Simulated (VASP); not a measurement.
# FeO (Fm-3m) in VASP: notebook, part 2 of 2

VASP 6.6.1. Earlier steps stand in the parts before.

### 4 Relaxation of cell and atoms, PBEsol+D3(BJ), collinear spin, ferromagnetic start

This run uses another cell than the first one, of 10.01 Å³/atom.

File INCAR:

```
SYSTEM = FeO
  PREC = Accurate
  ENCUT = 600
  EDIFF = 1E-6
  ISMEAR = -1
  SIGMA = 0.05
  LREAL = .False.
  LASPH = .True.
  NELM = 150
  ALGO = Normal
  ISIF = 3
  LWAVE = .False.
  LCHARG = .False.
  ISPIN = 2
  MAGMOM = 3 0
  LORBIT = 11
  LMAXMIX = 4
  GGA = PS
  IVDW = 12
  IBRION = 2
  NSW = 60
  EDIFFG = -0.01
```

File KPOINTS:

```
Automatic mesh
0
Gamma
  11 11 11
  0 0 0
```

File POSCAR:

```
FeO
1.0
    0.0000000000      2.1554000000      2.1554000000
    2.1554000000      0.0000000000      2.1554000000
    2.1554000000      2.1554000000      0.0000000000
Fe O
1 1
Direct
    0.0000000000      0.0000000000      0.0000000000
    0.5000000000      0.5000000000      0.5000000000
```

Potentials or basis: VASP PAW PBE potentials, release 64 (Fe, O).

Launch:

```
> cat potpaw_PBE.64/Fe/POTCAR potpaw_PBE.64/O/POTCAR > POTCAR
> mpirun -np 1 vasp_std > vasp.out
```

OUTCAR:

```text
SYSTEM = FeO
   PREC = Accurate
   ENCUT = 600
   EDIFF = 1E-6
   ISMEAR = -1
   LREAL = .False.
   LASPH = .True.
   NELM = 150
   ISIF = 3
   ISPIN = 2
   LORBIT = 11
   GGA = PS
   IVDW = 12
   IBRION = 2
   NSW = 60
   EDIFFG = -0.01
 IVDW          = 12

 ion  position               nearest neighbor table
   1  0.000  0.000  0.000-   2 2.16   2 2.16   2 2.16   2 2.16   2 2.16   2 2.16
   2  0.500  0.500  0.500-   1 2.16   1 2.16   1 2.16   1 2.16   1 2.16   1 2.16

  LATTYP: Found a face centered cubic cell.
 ALAT       =     4.3108000000

  Lattice vectors:

 A1 = (   0.0000000000,   2.1554000000,   2.1554000000)
 A2 = (   2.1554000000,   0.0000000000,   2.1554000000)
 A3 = (   2.1554000000,   2.1554000000,   0.0000000000)

Analysis of symmetry for initial positions (statically):
=====================================================================
 Subroutine PRICEL returns:
 Original cell was already a primitive cell.

 Routine SETGRP: Setting up the symmetry group for a
 face centered cubic supercell.

 Subroutine GETGRP returns: Found 48 space group operations
 (whereof 48 operations were pure point group operations)
 out of a pool of 48 trial point group operations.

The static configuration has the point symmetry O_h .

Analysis of symmetry for dynamics (positions and initial velocities):
=====================================================================
 Subroutine PRICEL returns:
 Original cell was already a primitive cell.

 Routine SETGRP: Setting up the symmetry group for a
 face centered cubic supercell.

[... 259 lines left out ...]
 cond. band min:       6.7220496147   @ k =  -0.1818   0.0909   0.0000
 fundamental gap:      0.0172430246
 Fermi energy:         6.7075991663

 spin component 1

 k-point     1 :       0.0000    0.0000    0.0000
  band No.  band energies     occupation
      1     -14.4725      1.00000
      2       2.6665      1.00000
      3       2.6665      1.00000
      4       2.6665      1.00000
      5       2.7693      1.00000
      6       2.7693      1.00000
      7       2.7693      1.00000
      8       3.0394      1.00000
      9       3.0394      1.00000
     10       7.0464      0.00114
     11      22.1497      0.00000
     12      24.0778      0.00000
     13      24.0778      0.00000
[... 356 lines left out ...]
      2      -0.9892      1.00000
      3       0.1869      1.00000
      4       0.6660      1.00000
      5       3.1709      1.00000
      6       3.5184      1.00000
      7       4.0555      1.00000
      8       4.1959      1.00000
      9       6.1563      0.99998
     10      10.7147      0.00000
     11      17.4138      0.00000
     12      18.9037      0.00000
     13      22.1465      0.00000

 [... further k-points ...]

 spin component 2

 k-point     1 :       0.0000    0.0000    0.0000
  band No.  band energies     occupation
      1     -13.8901      1.00000
      2       3.2893      1.00000
      3       3.2893      1.00000
      4       3.2893      1.00000
      5       5.8834      1.00000
      6       5.8835      1.00000
      7       5.8835      1.00000
      8       6.8012      0.13330
      9       6.8014      0.13289
     10       7.8732      0.00000
     11      22.1997      0.00000
     12      25.0868      0.00000
     13      25.0868      0.00000
[... 401 lines left out ...]
  FREE ENERGIE OF THE ION-ELECTRON SYSTEM (eV)
  ---------------------------------------------------
  free  energy   TOTEN  =       -16.2217873274 eV

  energy  without entropy=      -16.2106555256  energy(sigma->0) =      -16.21622143

 reached required accuracy - stopping structural energy minimisation

 total charge

# of ion       s       p       d       tot
------------------------------------------
    1        0.309   0.406   6.132   6.847
    2        1.547   3.449   0.000   4.996
--------------------------------------------------
tot          1.857   3.855   6.132  11.843

 magnetization (x)

# of ion       s       p       d       tot
------------------------------------------
    1        0.026   0.022   3.550   3.599
    2        0.033   0.282   0.000   0.315
--------------------------------------------------
tot          0.059   0.305   3.550   3.914
```

CONTCAR:

```text
FeO
   1.00000000000000
     0.0000000000000000    2.1139869272169540    2.1139869272169540
     2.1139869272169540    0.0000000000000000    2.1139869272169540
     2.1139869272169540    2.1139869272169540    0.0000000000000000
  Fe              O
     1     1
Direct
     0.0000000000000000    0.0000000000000000    0.0000000000000000
     0.5000000000000000    0.5000000000000000    0.5000000000000000

  0.00000000E+00  0.00000000E+00  0.00000000E+00
  0.00000000E+00  0.00000000E+00  0.00000000E+00
```

It took 27 s on 1 thread of Intel Xeon 6975P-C (Granite Rapids), shared host; peak memory 0.19 GiB.

Results:

```yaml
Free_energy: -16.2218 eV
Relaxed_volume: 9.45 Å³/atom
Relaxed_cell: a = 2.990 Å, b = 2.990 Å, c = 2.990 Å, α = 60.00°, β = 60.00°, γ = 60.00°
Space_group_after_relaxing_to_0.1_Å: Fm-3m (No. 225)
Energy_gained_by_relaxing: 21.0 meV/atom
Ionic_steps: 3
Pressure_after_relaxing: -0.1 GPa
Band_gap_on_the_k_mesh: zero (filled and empty bands overlap)
Net_moment: 4.00 μB per cell
Site_moments: Fe +3.60; O +0.32 μB
Valence_electrons_inside_the_program's_atomic_spheres: Fe 6.85; O 5.00
Dispersion_energy_per_atom: -0.177 eV
```

Step by step:
```csv
step,energy change (eV),largest force (eV/Å),pressure (GPa),volume (Å³)
1,0.0000,0.0000,-11.24,20.03
2,-0.0163,0.0000,9.95,18.06
3,-0.0419,0.0000,-0.08,18.89
```

Final structure:
```
Fe O
1.0
     0.00000    2.11399    2.11399
     2.11399    0.00000    2.11399
     2.11399    2.11399    0.00000
Fe O
1 1
Direct
  0.00000 0.00000 0.00000
  0.50000 0.50000 0.50000
```

Caveat: the PAW data sets were made with another functional, which shifts forces and pressure a little; a cell with one magnetic atom can't hold antiferromagnetic order, which such compounds often take; semilocal functionals often make such compounds metallic where correlation or magnetic order opens a gap, which also shifts bond lengths. With open d or f shells a metallic result of PBEsol can be an artefact of self-interaction; +U or a hybrid may open a gap.

### 5 Single point, PBE+D4, collinear spin, ferromagnetic start

This run uses another cell than the first one, of 9.41 Å³/atom.

File INCAR:

```
SYSTEM = FeO
ALGO = Normal ; EDIFF = 1E-6
ENCUT = 520 ; GGA = PE
ISIF = 2 ; ISMEAR = -1
ISPIN = 2 ; IVDW = 13
LASPH = .TRUE. ; LCHARG = .TRUE.
LELF = .TRUE. ; LMAXMIX = 4
LORBIT = 11 ; LREAL = .FALSE.
LVHAR = .TRUE. ; LWAVE = .FALSE.
MAGMOM = 3 0 ; NBANDS = 18
NELM = 150 ; PREC = Accurate
SIGMA = 0.05
```

File KPOINTS:

```
k-points
0
G
  11 11 11
  0 0 0
```

File POSCAR:

```
FeO
1.0
    0.0000000000      2.1113998987      2.1113998987
    2.1113998987      0.0000000000      2.1113998987
    2.1113998987      2.1113998987      0.0000000000
Fe O
1 1
Direct
    0.0000000000      0.0000000000      0.0000000000
    0.5000000000      0.5000000000      0.5000000000
```

Launch:

```
> cat potpaw_PBE.64/Fe/POTCAR potpaw_PBE.64/O/POTCAR > POTCAR
> mpirun -np 1 vasp_std > vasp.out
```

Run time: 56 s. Hardware: 1 thread of Intel Xeon 8259CL, shared host; peak memory 0.17 GiB.

The run converged. Its results:

```
Free energy                                           : -15.3925 eV
Pressure                                              : 9.6 GPa
Band gap on the k mesh                                : zero (filled and empty bands overlap)
Net moment                                            : 4.00 μB per cell
Site moments                                          : Fe +3.61; O +0.31 μB
Valence electrons inside the program's atomic spheres : Fe 6.84; O 5.03
Dispersion energy per atom                            : -0.252 eV
```

Levels at points of the mesh, in eV from the Fermi level:
Spin up:
```csv
k point,band 6,band 7,band 8,band 9,band 10,band 11,band 12,band 13
"(0.00, 0.00, 0.00)",-3.94,-3.94,-3.68,-3.68,0.46,15.69,17.57,17.57
```
Spin down:
```csv
k point,band 1,band 2,band 3,band 4,band 5,band 6,band 7,band 8,band 9,band 10
"(0.00, 0.00, 0.00)",-20.68,-3.43,-3.43,-3.43,-0.82,-0.82,-0.82,0.17,0.17,1.27
```

Caveat: the cell stands under pressure; a cell with one magnetic atom can't hold antiferromagnetic order, which such compounds often take; semilocal functionals often make such compounds metallic where correlation or magnetic order opens a gap, which also shifts bond lengths.

### 6 Overview

| task | level | cell | cutoff (eV) | gap on the mesh (eV) | pressure (GPa) | moment (μB) | relaxed volume (Å³/atom) |
| --- | --- | --- | --- | --- | --- | --- | --- |
| single point | PBE+D4 | a = 3.030 Å, angles 60.0°, 2 atoms | 520 | none | 0.1 | 4.00 | - |
| relaxation of cell and atoms | PBE+D4 | relaxed from a = 3.048 Å, angles 60.0°, 2 atoms | 600 | none | -0.1 | 4.00 | 9.84 |
| relaxation of cell and atoms | PBEsol+D3(BJ) | relaxed from a = 3.048 Å, angles 60.0°, 2 atoms | 600 | none | -0.1 | 4.00 | 9.45 |
| single point | PBE+D4 | a = 2.986 Å, angles 60.0°, 2 atoms | 520 | none | 9.6 | 4.00 | - |

Alike in all rows: potentials or basis VASP PAW PBE potentials, release 64 (Fe, O); spin collinear, ferromagnetic start; k mesh 11 × 11 × 11; smearing fermi-dirac 0.05 eV.

Caveats: a cell with one magnetic atom can't hold antiferromagnetic order, which such compounds often take; semilocal functionals often make such compounds metallic where correlation or magnetic order opens a gap, which also shifts bond lengths; the PAW data sets were made with another functional, which shifts forces and pressure a little (at least some runs); the cell stands under pressure (at least some runs).

Total energies depend on the potentials used, so only differences within one code and one set of settings carry meaning.

### 7 Against experiment

Step 2. Measured gap of FeO: 2.4 eV (optical; quoted in “W\"ustite: Electric, thermodynamic and optical properties of FeO”, 2012, arxiv:1203.1201). This calculation gives 0.00 eV (-2.40 eV). So large a miss can be the level of theory's own, or it may mean another phase, state or a wrong row. The value is that of PBE+D4 on a finite k mesh, which can miss the band edges, without temperature or zero-point motion. Semilocal functionals fall short of measured gaps as a rule. The run's magnetic order (collinear spin, ferromagnetic start) needn't be the measured crystal's.
